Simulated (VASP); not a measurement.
# V4H in VASP: single point with PBEsol

Aim: the single point of V4H with PBEsol.

Everything below comes from runs of VASP 6.6.1. Logs are shortened: lines on timing, memory, paths and dates and some standing lists are left out, and cuts for length are marked.

## 1. The cell of the first run

The cell holds a slab with vacuum, 5 atoms: a = 2.665 Å, b = 2.665 Å, c = 24.654 Å, α = 90.00°, β = 90.00°, γ = 90.00°.

## 2. Single point, PBEsol

INCAR reads:

```
  PREC = Accurate
  ENCUT = 520
  EDIFF = 1E-7
  ISMEAR = 0
  SIGMA = 0.1
  LREAL = False
  LASPH = True
  NELM = 60
  ALGO = Normal
  ISIF = 2
  LWAVE = False
  LCHARG = False
  LDIPOL = True
  IDIPOL = 3
  DIPOL = 0.5 0.5 0.496
  GGA = PS
  NBANDS = 34
```

KPOINTS reads:

```
Automatic mesh
0
Gamma
  11 11 1
```

POSCAR reads:

```
V4H
1.0
    2.6652496213      0.0000000000      0.0000000000
    0.0000000000      2.6652496213      0.0000000000
    0.0000000000      0.0000000000     24.6538482424
V H
4 1
Direct
    0.5000000000      0.5000000000      0.3447737617
    0.0000000000      0.0000000000      0.4212168413
    0.5000000000      0.5000000000      0.4982255694
    0.0000000000      0.0000000000      0.5746775957
    0.0000000000      0.0000000000      0.6420749378
```

Potentials or basis: VASP PAW PBE potentials, release 64 (V_sv, H).

Command:

```
$ cat potpaw_PBE.64/V_sv/POTCAR potpaw_PBE.64/H/POTCAR > POTCAR
$ mpirun -np 1 vasp_std > vasp.out
```

OUTCAR:

```text
PREC = Accurate
   ENCUT = 520
   EDIFF = 1E-7
   ISMEAR = 0
   LREAL = False
   LASPH = True
   NELM = 60
   ISIF = 2
   GGA = PS

 ion  position               nearest neighbor table
   1  0.500  0.500  0.345-   2 2.67   2 2.67   2 2.67   2 2.67
   2  0.000  0.000  0.421-   1 2.67   1 2.67   1 2.67   1 2.67   3 2.68   3 2.68   3 2.68   3 2.68

   3  0.500  0.500  0.498-   4 2.67   4 2.67   4 2.67   4 2.67   2 2.68   2 2.68   2 2.68   2 2.68

   4  0.000  0.000  0.575-   5 1.66   3 2.67   3 2.67   3 2.67   3 2.67
   5  0.000  0.000  0.642-   4 1.66

  LATTYP: Found a simple tetragonal cell.
 ALAT       =     2.6652496213
 C/A-ratio  =     9.2501085247

  Lattice vectors:

 A1 = (   2.6652496213,   0.0000000000,   0.0000000000)
 A2 = (   0.0000000000,   2.6652496213,   0.0000000000)
 A3 = (   0.0000000000,   0.0000000000,  24.6538482424)

Analysis of symmetry for initial positions (statically):
=====================================================================
 Subroutine PRICEL returns:
 Original cell was already a primitive cell.

 Routine SETGRP: Setting up the symmetry group for a
 simple tetragonal supercell.

 Subroutine GETGRP returns: Found  8 space group operations
 (whereof  8 operations were pure point group operations)
 out of a pool of 16 trial point group operations.

The static configuration has the point symmetry C_4v.

Analysis of symmetry for dynamics (positions and initial velocities):
=====================================================================
 Subroutine PRICEL returns:
 Original cell was already a primitive cell.

 Routine SETGRP: Setting up the symmetry group for a
 simple tetragonal supercell.

 Subroutine GETGRP returns: Found  8 space group operations
 (whereof  8 operations were pure point group operations)
 out of a pool of 16 trial point group operations.

The dynamic configuration has the point symmetry C_4v.

 Subroutine INISYM returns: Found  8 space group operations
 (whereof  8 operations are pure point group operations),
 and found     1 'primitive' translations

----------------------------------------------------------------------------------------

                                     Primitive cell

  volume of cell :     175.1300

  direct lattice vectors                    reciprocal lattice vectors
     2.665249621  0.000000000  0.000000000     0.375199378  0.000000000  0.000000000
     0.000000000  2.665249621  0.000000000     0.000000000  0.375199378  0.000000000
     0.000000000  0.000000000 24.653848242     0.000000000  0.000000000  0.040561619

  length of vectors
     2.665249621  2.665249621 24.653848242     0.375199378  0.375199378  0.040561619

  position of ions in fractional coordinates (direct lattice)
     0.500000000  0.500000000  0.344773762
     0.000000000  0.000000000  0.421216841
     0.500000000  0.500000000  0.498225569
     0.000000000  0.000000000  0.574677596
     0.000000000  0.000000000  0.642074938

  ion indices of the primitive-cell ions
   primitive index   ion index
                 1           1
                 2           2
                 3           3
                 4           4
                 5           5

----------------------------------------------------------------------------------------

 KPOINTS: Automatic mesh

Automatic generation of k-mesh.
 Grid dimensions read from file:
 generate k-points for:   11   11    1

 Generating k-lattice:

  Cartesian coordinates                     Fractional coordinates (reciprocal lattice)
     0.034109034  0.000000000  0.000000000     0.090909091  0.000000000  0.000000000
     0.000000000  0.034109034  0.000000000     0.000000000  0.090909091  0.000000000
     0.000000000  0.000000000  0.040561619     0.000000000  0.000000000  1.000000000

  Length of vectors
     0.034109034  0.034109034  0.040561619

  Shift w.r.t. Gamma in fractional coordinates (k-lattice)
     0.000000000  0.000000000  0.000000000

 Subroutine IBZKPT returns following result:
 ===========================================

 Found     21 irreducible k-points:

 Following reciprocal coordinates:
            Coordinates               Weight
  0.000000  0.000000  0.000000      1.000000
  0.090909  0.000000  0.000000      4.000000
  0.181818  0.000000  0.000000      4.000000
  0.272727  0.000000  0.000000      4.000000
  0.363636  0.000000  0.000000      4.000000
  0.454545  0.000000  0.000000      4.000000
[... 13 lines left out ...]
  0.454545  0.363636  0.000000      8.000000
  0.454545  0.454545  0.000000      4.000000
   k-points           NKPTS =     21   k-points in BZ     NKDIM =     21   number of bands    NBANDS=     34
   number of dos      NEDOS =    301   number of ions     NIONS =      5
   total plane-waves  NPLWV =  76800
   dimension x,y,z NGX =    20 NGY =   20 NGZ =  192
   dimension x,y,z NGXF=    40 NGYF=   40 NGZF=  384
   ions per type =               4   1
   NGX,Y,Z   is equivalent  to a cutoff of  12.48, 12.48, 12.95 a.u.
   NGXF,Y,Z  is equivalent  to a cutoff of  24.95, 24.95, 25.89 a.u.
 SYSTEM =  unknown system
   PREC   = accura    normal or accurate (medium, high low for compatibility)
   ISTART =      0    job   : 0-new  1-cont  2-samecut
   ICHARG =      2    charge: 1-file 2-atom 10-const
   ISPIN  =      1    spin polarized calculation?
   LNONCOLLINEAR =      F non collinear calculations
   LSORBIT =      F    spin-orbit coupling
   LASPH  =      T    aspherical Exc in radial PAW
   ENCUT  =  520.0 eV  38.22 Ry    6.18 a.u.   4.96  4.96 45.84*2*pi/ulx,y,z
   NELM   =     60;   NELMIN=  2; NELMDL= -5     # of ELM steps
   EDIFF  = 0.1E-06   stopping-criterion for ELM
   LREAL  =      F    real-space projection
   EDIFFG = 0.1E-05   stopping-criterion for IOM
   NSW    =      0    number of steps for IOM
   IBRION =     -1    ionic relax: 0-MD 1-quasi-New 2-CG
   NFREE  =      0    steps in history (QN), initial steepest desc. (CG)
   ISIF   =      2    stress and relaxation
   ISYM   =      2    0-nonsym 1-usesym 2-fastsym
   POTIM  = 0.5000    time-step for ionic-motion
   TEBEG  =    0.0;   TEEND  =   0.0 temperature during run
   PSTRESS=    0.0 pullay stress
   NELECT =      53.0000    total number of electrons
   NUPDOWN=      -1.0000    fix difference up-down
   EMIN   =  10.00;   EMAX   =-10.00  energy-range for DOS
   EFERMI =   0.00;   METHOD = LEGACY
   ISMEAR =     0;   SIGMA  =   0.10  broadening in eV -4-tet -1-fermi 0-gaus
   EFERMI_NEDOS =   21; number of points for ismear=-14 and -15
   IALGO  =     38    algorithm
   IMIX   =      4    mixing-type and parameters
     AMIX     =   0.40;   BMIX     =  1.00
     AMIX_MAG =   1.60;   BMIX_MAG =  1.00
  volume/ion in A,a.u.               =      35.03       236.37
  Fermi-wavevector in a.u.,A,eV,Ry     =   1.099124  2.077043 16.436833  1.208073
  Thomas-Fermi vector in A             =   2.235513
   LORBIT       =      0    0 simple, 1 ext, 2 COOP (PROOUT), +10 PAW based schemes
   GGA     = PS    functional components
   LHFCALC =     F    Hartree Fock is set to
   AEXX    =    0.0000 exact exchange contribution
   IVDW    =     0    specifies the selected vdW correction
   LEPSILON=     F    determine dielectric tensor
   LRPA    =     F    only Hartree local field effects (RPA)
 non-spin polarized calculation
 Gauss-broadening in eV      SIGMA  =   0.10
  energy-cutoff  :      520.00
  volume of cell :      175.13
 maximum number of plane-waves:      4748
 NGX is ok and might be reduce to    20
   NGX =  9   NGY =  9   NGZ = 91

 dipolmoment           0.000000      0.000000     -0.042515 electrons x Angstroem

 number of electron      52.9999990 magnetization

 dipolmoment           0.000000      0.000000      0.072254 electrons x Angstroem

 Free energy of the ion-electron system (eV)
  ---------------------------------------------------
  ext. energy  EPLUGINS =         0.00000000
  ---------------------------------------------------
  free energy    TOTEN  =       -38.16919117 eV

  energy without entropy =      -38.12935778  energy(sigma->0) =      -38.14927447

 E-fermi :  -0.6526     XC(G=0):  -5.1020

 val. band max:       -0.6639111077   @ k =   0.4545   0.3636   0.0000
 cond. band min:      -0.6410070077   @ k =   0.1818   0.0000   0.0000
 fundamental gap:      0.0229041000
 Fermi energy:        -0.6525733418

 k-point     1 :       0.0000    0.0000    0.0000
  band No.  band energies     occupation
      1     -64.5898      2.00000
      2     -64.5696      2.00000
      3     -64.4505      2.00000
      4     -64.3473      2.00000
      5     -38.7698      2.00000
      6     -38.6078      2.00000
[... 26 lines left out ...]
     33       1.3420      0.00000
     34       1.5600      0.00000

 k-point     2 :       0.0909    0.0000    0.0000
  band No.  band energies     occupation
      1     -64.5818      2.00000
      2     -64.5633      2.00000
      3     -64.4460      2.00000
      4     -64.3458      2.00000
      5     -38.7568      2.00000
      6     -38.6126      2.00000
[... 26 lines left out ...]
     33       1.0437      0.00000
     34       1.1509      0.00000

 k-point     3 :       0.1818    0.0000    0.0000
  band No.  band energies     occupation
      1     -64.5602      2.00000
      2     -64.5461      2.00000
      3     -64.4336      2.00000
      4     -64.3425      2.00000
      5     -38.7257      2.00000
      6     -38.6382      2.00000
[... 26 lines left out ...]
     33       0.7788      0.00000
     34       1.0229      0.00000

 k-point     4 :       0.2727    0.0000    0.0000
  band No.  band energies     occupation
      1     -64.5313      2.00000
      2     -64.5228      2.00000
      3     -64.4161      2.00000
      4     -64.3404      2.00000
      5     -38.7242      2.00000
      6     -38.6991      2.00000
[... 26 lines left out ...]
     33       0.6436      0.00000
     34       0.6657      0.00000

 k-point     5 :       0.3636    0.0000    0.0000
  band No.  band energies     occupation
      1     -64.5053      2.00000
      2     -64.4995      2.00000
      3     -64.3968      2.00000
      4     -64.3429      2.00000
      5     -38.8113      2.00000
      6     -38.7576      2.00000
[... 510 lines left out ...]
 k-point    19 :       0.3636    0.3636    0.0000
  band No.  band energies     occupation
      1     -64.4491      2.00000
      2     -64.4429      2.00000
      3     -64.3388      2.00000
      4     -64.3064      2.00000
      5     -38.7205      2.00000
      6     -38.7142      2.00000
[... 26 lines left out ...]
     33       1.5963      0.00000
     34       1.6670      0.00000

 k-point    20 :       0.4545    0.3636    0.0000
  band No.  band energies     occupation
      1     -64.4388      2.00000
      2     -64.4324      2.00000
      3     -64.3268      2.00000
      4     -64.3009      2.00000
      5     -38.7741      2.00000
      6     -38.7470      2.00000
[... 26 lines left out ...]
     33       1.6359      0.00000
     34       1.9286      0.00000

 k-point    21 :       0.4545    0.4545    0.0000
  band No.  band energies     occupation
      1     -64.4292      2.00000
      2     -64.4228      2.00000
      3     -64.3169      2.00000
      4     -64.2918      2.00000
      5     -38.7948      2.00000
      6     -38.7932      2.00000
[... 26 lines left out ...]
     33       2.2184      0.00000
     34       2.5789      0.00000

------------------------ aborting loop because EDIFF is reached ----------------------------------------

 vacuum level on the upper side and lower side of the slab       (xc-potential included)         0.895        -0.907

  FORCE on cell =-STRESS in cart. coord.  units (eV):
  Direction    XX          YY          ZZ          XY          YZ          ZX
  --------------------------------------------------------------------------------------
  -------------------------------------------------------------------------------------
  Total       -3.8419928     -3.8419928     -0.8683491      0.0000000     -0.0000000      0.0000000
  in kB      -35.1484864    -35.1484864     -7.9440950      0.0000000     -0.0000000      0.0000000
  external PRESSURE =     -26.0803560 kB  Pullay stress =       0.0000000 kB

 VOLUME and BASIS-vectors are now :
 -----------------------------------------------------------------------------
  energy-cutoff  :      520.00
  volume of cell :      175.13
      direct lattice vectors                 reciprocal lattice vectors
     2.665249621  0.000000000  0.000000000     0.375199378  0.000000000  0.000000000
     0.000000000  2.665249621  0.000000000     0.000000000  0.375199378  0.000000000
     0.000000000  0.000000000 24.653848242     0.000000000  0.000000000  0.040561619

 POSITION                                       TOTAL-FORCE (eV/Angst)
 -----------------------------------------------------------------------------------
      1.33262      1.33262      8.50000         0.000000     -0.000000      0.444244
      0.00000      0.00000     10.38462         0.000000      0.000000     -0.442727
      1.33262      1.33262     12.28318         0.000000      0.000000     -0.004216
      0.00000      0.00000     14.16801         0.000000      0.000000      0.006509
      0.00000      0.00000     15.82962         0.000000      0.000000     -0.003810
 -----------------------------------------------------------------------------------
    total drift:                               -0.000000     -0.000000     -0.000060

  FREE ENERGIE OF THE ION-ELECTRON SYSTEM (eV)
  ---------------------------------------------------
  free  energy   TOTEN  =       -38.1691911690 eV

  energy  without entropy=      -38.1293577770  energy(sigma->0) =      -38.14927447

 vacuum level on the upper side and lower side of the slab         5.886         4.046
```

It took 5.3 min on 1 thread of AMD EPYC 7R43 (Zen 3), shared host; peak memory 0.26 GiB.

What came out:

```yaml
Free_energy: -38.1692 eV
Largest_force: 0.444 eV/Å
```

Forces on the atoms (eV/Å):
```
V    0.000  0.000  0.444
V    0.000  0.000 -0.443
V    0.000  0.000 -0.004
V    0.000  0.000  0.007
H    0.000  0.000 -0.004
```

Caveat: the PAW data sets were made with another functional, which shifts forces and pressure a little.
